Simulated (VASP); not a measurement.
# Ta (Im-3m) in VASP: notebook

Runs on Ta. Level: PBEsol. Tasks: single point, relaxation of cell and atoms.

All numbers are computed with VASP 6.6.1; they aren't measurements. Logs are shortened: lines on timing, memory, paths and dates and some standing lists are left out, and cuts for length are marked.

## (1) The cell of the first run

It takes space group Im-3m (No. 229, cubic). Conventional cell: a = 3.275 Å, b = 3.275 Å, c = 3.275 Å, α = 90.00°, β = 90.00°, γ = 90.00°. Ta (site symmetry m-3m) has 14 Ta at 2.84 to 3.28 Å within 3.7 Å.

## (2) Single point, PBEsol

Input file INCAR:

```
SYSTEM = Ta
  PREC = Accurate
  ENCUT = 520
  EDIFF = 1E-7
  ISMEAR = 1
  SIGMA = 0.05
  LREAL = .FALSE.
  LASPH = .TRUE.
  NELM = 100
  ALGO = Normal
  ISIF = 2
  LWAVE = .FALSE.
  LCHARG = .FALSE.
  GGA = PS
  NBANDS = 12
```

Input file KPOINTS:

```
Automatic mesh
0
G
  9 9 9
  0 0 0
```

Input file POSCAR:

```
Ta
1.0
   -1.6377143662      1.6377143662      1.6377143662
    1.6377143662     -1.6377143662      1.6377143662
    1.6377143662      1.6377143662     -1.6377143662
Ta
1
Direct
    0.0000000000      0.0000000000      0.0000000000
```

Potentials or basis: VASP PAW PBE potentials, release 64 (Ta_pv).

The run is started by

```sh
> cat potpaw_PBE.64/Ta_pv/POTCAR > POTCAR
> mpirun -np 1 vasp_std > vasp.out
```

OUTCAR:

```text
SYSTEM = Ta
   PREC = Accurate
   ENCUT = 520
   EDIFF = 1E-7
   ISMEAR = 1
   LREAL = .FALSE.
   LASPH = .TRUE.
   NELM = 100
   ISIF = 2
   GGA = PS

 ion  position               nearest neighbor table
   1  0.000  0.000  0.000-

  LATTYP: Found a body centered cubic cell.
 ALAT       =     3.2754287324

  Lattice vectors:

 A1 = (  -1.6377143662,   1.6377143662,   1.6377143662)
 A2 = (   1.6377143662,  -1.6377143662,   1.6377143662)
 A3 = (   1.6377143662,   1.6377143662,  -1.6377143662)

Analysis of symmetry for initial positions (statically):
=====================================================================
 Subroutine PRICEL returns:
 Original cell was already a primitive cell.

 Routine SETGRP: Setting up the symmetry group for a
 body centered cubic supercell.

 Subroutine GETGRP returns: Found 48 space group operations
 (whereof 48 operations were pure point group operations)
 out of a pool of 48 trial point group operations.

The static configuration has the point symmetry O_h .

Analysis of symmetry for dynamics (positions and initial velocities):
=====================================================================
 Subroutine PRICEL returns:
 Original cell was already a primitive cell.

 Routine SETGRP: Setting up the symmetry group for a
 body centered cubic supercell.

 Subroutine GETGRP returns: Found 48 space group operations
 (whereof 48 operations were pure point group operations)
 out of a pool of 48 trial point group operations.

The dynamic configuration has the point symmetry O_h .

 Subroutine INISYM returns: Found 48 space group operations
 (whereof 48 operations are pure point group operations),
 and found     1 'primitive' translations

----------------------------------------------------------------------------------------

                                     Primitive cell

  volume of cell :      17.5701

  direct lattice vectors                    reciprocal lattice vectors
    -1.637714366  1.637714366  1.637714366     0.000000000  0.305303544  0.305303544
     1.637714366 -1.637714366  1.637714366     0.305303544  0.000000000  0.305303544
     1.637714366  1.637714366 -1.637714366     0.305303544  0.305303544  0.000000000

  length of vectors
     2.836604491  2.836604491  2.836604491     0.431764413  0.431764413  0.431764413

  position of ions in fractional coordinates (direct lattice)
     0.000000000  0.000000000  0.000000000

  ion indices of the primitive-cell ions
   primitive index   ion index
                 1           1

----------------------------------------------------------------------------------------

 KPOINTS: Automatic mesh

Automatic generation of k-mesh.
 Grid dimensions read from file:
 generate k-points for:    9    9    9

 Generating k-lattice:

  Cartesian coordinates                     Fractional coordinates (reciprocal lattice)
     0.000000000  0.033922616  0.033922616     0.111111111  0.000000000  0.000000000
     0.033922616  0.000000000  0.033922616     0.000000000  0.111111111  0.000000000
     0.033922616  0.033922616  0.000000000     0.000000000  0.000000000  0.111111111

  Length of vectors
     0.047973824  0.047973824  0.047973824

  Shift w.r.t. Gamma in fractional coordinates (k-lattice)
     0.000000000  0.000000000  0.000000000

 Subroutine IBZKPT returns following result:
 ===========================================

 Found     35 irreducible k-points:

 Following reciprocal coordinates:
            Coordinates               Weight
  0.000000  0.000000  0.000000      1.000000
  0.111111  0.000000  0.000000     12.000000
  0.222222  0.000000  0.000000     12.000000
  0.333333  0.000000  0.000000     12.000000
  0.444444  0.000000  0.000000     12.000000
  0.111111  0.111111  0.000000     24.000000
[... 16 lines left out ...]
 -0.333333  0.444444  0.111111     48.000000
 -0.444444 -0.444444  0.111111     24.000000
 [... further k-points ...]
   k-points           NKPTS =     35   k-points in BZ     NKDIM =     35   number of bands    NBANDS=     12
   number of dos      NEDOS =    301   number of ions     NIONS =      1
   total plane-waves  NPLWV =  13824
   dimension x,y,z NGX =    24 NGY =   24 NGZ =   24
   dimension x,y,z NGXF=    48 NGYF=   48 NGZF=   48
   ions per type =               1
   NGX,Y,Z   is equivalent  to a cutoff of  14.07, 14.07, 14.07 a.u.
   NGXF,Y,Z  is equivalent  to a cutoff of  28.13, 28.13, 28.13 a.u.
 SYSTEM =  Ta
   PREC   = accura    normal or accurate (medium, high low for compatibility)
   ISTART =      0    job   : 0-new  1-cont  2-samecut
   ICHARG =      2    charge: 1-file 2-atom 10-const
   ISPIN  =      1    spin polarized calculation?
   LNONCOLLINEAR =      F non collinear calculations
   LSORBIT =      F    spin-orbit coupling
   LASPH  =      T    aspherical Exc in radial PAW
   ENCUT  =  520.0 eV  38.22 Ry    6.18 a.u.   5.27  5.27  5.27*2*pi/ulx,y,z
   NELM   =    100;   NELMIN=  2; NELMDL= -5     # of ELM steps
   EDIFF  = 0.1E-06   stopping-criterion for ELM
   LREAL  =      F    real-space projection
   EDIFFG = 0.1E-05   stopping-criterion for IOM
   NSW    =      0    number of steps for IOM
   IBRION =     -1    ionic relax: 0-MD 1-quasi-New 2-CG
   NFREE  =      0    steps in history (QN), initial steepest desc. (CG)
   ISIF   =      2    stress and relaxation
   ISYM   =      2    0-nonsym 1-usesym 2-fastsym
   POTIM  = 0.5000    time-step for ionic-motion
   TEBEG  =    0.0;   TEEND  =   0.0 temperature during run
   PSTRESS=    0.0 pullay stress
   NELECT =      11.0000    total number of electrons
   NUPDOWN=      -1.0000    fix difference up-down
   EMIN   =  10.00;   EMAX   =-10.00  energy-range for DOS
   EFERMI =   0.00;   METHOD = LEGACY
   ISMEAR =     1;   SIGMA  =   0.05  broadening in eV -4-tet -1-fermi 0-gaus
   EFERMI_NEDOS =   21; number of points for ismear=-14 and -15
   IALGO  =     38    algorithm
   IMIX   =      4    mixing-type and parameters
     AMIX     =   0.40;   BMIX     =  1.00
     AMIX_MAG =   1.60;   BMIX_MAG =  1.00
  volume/ion in A,a.u.               =      17.57       118.57
  Fermi-wavevector in a.u.,A,eV,Ry     =   1.400493  2.646548 26.686199  1.961380
  Thomas-Fermi vector in A             =   2.523448
   LORBIT       =      0    0 simple, 1 ext, 2 COOP (PROOUT), +10 PAW based schemes
   GGA     = PS    functional components
   LHFCALC =     F    Hartree Fock is set to
   AEXX    =    0.0000 exact exchange contribution
   IVDW    =     0    specifies the selected vdW correction
   LEPSILON=     F    determine dielectric tensor
   LRPA    =     F    only Hartree local field effects (RPA)
 non-spin polarized calculation
 Methfessel and Paxton  Order N= 1 SIGMA  =   0.05
  energy-cutoff  :      520.00
  volume of cell :       17.57
 maximum number of plane-waves:       482
 NGX is ok and might be reduce to    24
   NGX = 11   NGY = 11   NGZ = 11

 number of electron      11.0000002 magnetization

 Free energy of the ion-electron system (eV)
  ---------------------------------------------------
  ext. energy  EPLUGINS =         0.00000000
  ---------------------------------------------------
  free energy    TOTEN  =       -12.53023227 eV

  energy without entropy =      -12.53019043  energy(sigma->0) =      -12.53021832

 E-fermi :   5.6051     XC(G=0): -12.8513

 val. band max:        5.5998264487   @ k =  -0.2222   0.2222   0.1111
 cond. band min:       5.6126930613   @ k =  -0.2222   0.2222   0.1111
 fundamental gap:      0.0128666126
 Fermi energy:         5.6050979155

 k-point     1 :       0.0000    0.0000    0.0000
  band No.  band energies     occupation
      1     -27.3732      2.00000
      2     -27.3732      2.00000
      3     -27.3732      2.00000
      4      -2.5039      2.00000
      5       6.2576     -0.00000
      6       6.2576     -0.00000
      7       6.2576     -0.00000
      8       9.6135      0.00000
      9       9.6135      0.00000
     10      20.3159      0.00000
     11      20.6758      0.00000
     12      20.6758      0.00000

 k-point     2 :       0.1111    0.0000    0.0000
  band No.  band energies     occupation
      1     -27.5363      2.00000
      2     -27.4231      2.00000
      3     -27.3742      2.00000
      4      -1.9461      2.00000
      5       5.9047     -0.00000
      6       6.1202     -0.00000
      7       6.8144      0.00000
      8       9.1318      0.00000
      9       9.6209      0.00000
     10      20.3152      0.00000
     11      21.1412      0.00000
     12      21.6509      0.00000

 k-point     3 :       0.2222    0.0000    0.0000
  band No.  band energies     occupation
      1     -27.9324      2.00000
      2     -27.5475      2.00000
      3     -27.3768      2.00000
      4      -0.5425      2.00000
      5       5.1284      2.00000
      6       5.5477      2.06892
      7       8.4137      0.00000
      8       8.9324      0.00000
      9       9.7416      0.00000
     10      20.3112      0.00000
     11      21.2710      0.00000
     12      23.1761      0.00000
[... 286 lines left out ...]
 k-point    23 :      -0.3333    0.4444    0.1111
  band No.  band energies     occupation
      1     -28.4307      2.00000
      2     -27.9177      2.00000
      3     -27.5804      2.00000
      4       2.2189      2.00000
      5       4.2031      2.00000
      6       5.3498      2.00000
      7       8.1992      0.00000
      8      10.6265      0.00000
      9      12.8463      0.00000
     10      18.3226      0.00000
     11      20.3318      0.00000
     12      21.9075      0.00000

 k-point    24 :      -0.4444   -0.4444    0.1111
  band No.  band energies     occupation
      1     -28.5248      2.00000
      2     -27.9836      2.00000
      3     -27.5795      2.00000
      4       2.2555      2.00000
      5       4.7295      2.00000
      6       4.8959      2.00000
      7       8.1988      0.00000
      8      11.6356      0.00000
      9      14.6832      0.00000
     10      16.5837      0.00000
     11      20.3263      0.00000
     12      20.4671      0.00000

 [... further k-points ...]

------------------------ aborting loop because EDIFF is reached ----------------------------------------

  FORCE on cell =-STRESS in cart. coord.  units (eV):
  Direction    XX          YY          ZZ          XY          YZ          ZX
  --------------------------------------------------------------------------------------
  -------------------------------------------------------------------------------------
  Total        0.0067521      0.0067521      0.0067521     -0.0000000     -0.0000000      0.0000000
  in kB        0.6157126      0.6157126      0.6157126     -0.0000000     -0.0000000      0.0000000
  external PRESSURE =       0.6157126 kB  Pullay stress =       0.0000000 kB

 VOLUME and BASIS-vectors are now :
 -----------------------------------------------------------------------------
  energy-cutoff  :      520.00
  volume of cell :       17.57
      direct lattice vectors                 reciprocal lattice vectors
    -1.637714366  1.637714366  1.637714366     0.000000000  0.305303544  0.305303544
     1.637714366 -1.637714366  1.637714366     0.305303544  0.000000000  0.305303544
     1.637714366  1.637714366 -1.637714366     0.305303544  0.305303544  0.000000000

 POSITION                                       TOTAL-FORCE (eV/Angst)
 -----------------------------------------------------------------------------------
      0.00000      0.00000      0.00000         0.000000     -0.000000      0.000000
 -----------------------------------------------------------------------------------
    total drift:                               -0.000000      0.000000     -0.000000

  FREE ENERGIE OF THE ION-ELECTRON SYSTEM (eV)
  ---------------------------------------------------
  free  energy   TOTEN  =       -12.5302322699 eV

  energy  without entropy=      -12.5301904348  energy(sigma->0) =      -12.53021832
```

It took 3.4 s on 1 thread of Intel Xeon 6975P-C (Granite Rapids), shared host; peak memory 0.14 GiB.

What came out:

```yaml
Free_energy: -12.5302 eV
Pressure: 0.1 GPa
```

Levels at points of the mesh, in eV from the Fermi level:
| k point | band 1 | band 2 | band 3 | band 4 | band 5 | band 6 | band 7 | band 8 | band 9 | band 10 |
| --- | --- | --- | --- | --- | --- | --- | --- | --- | --- | --- |
| (0.00, 0.00, 0.00) | -32.98 | -32.98 | -32.98 | -8.11 | 0.65 | 0.65 | 0.65 | 4.01 | 4.01 | 14.71 |

Caveat: the PAW data sets were made with another functional, which shifts forces and pressure a little; spin-orbit coupling is left out, which moves the levels of the heavy elements.

[end of part 1 of 2]
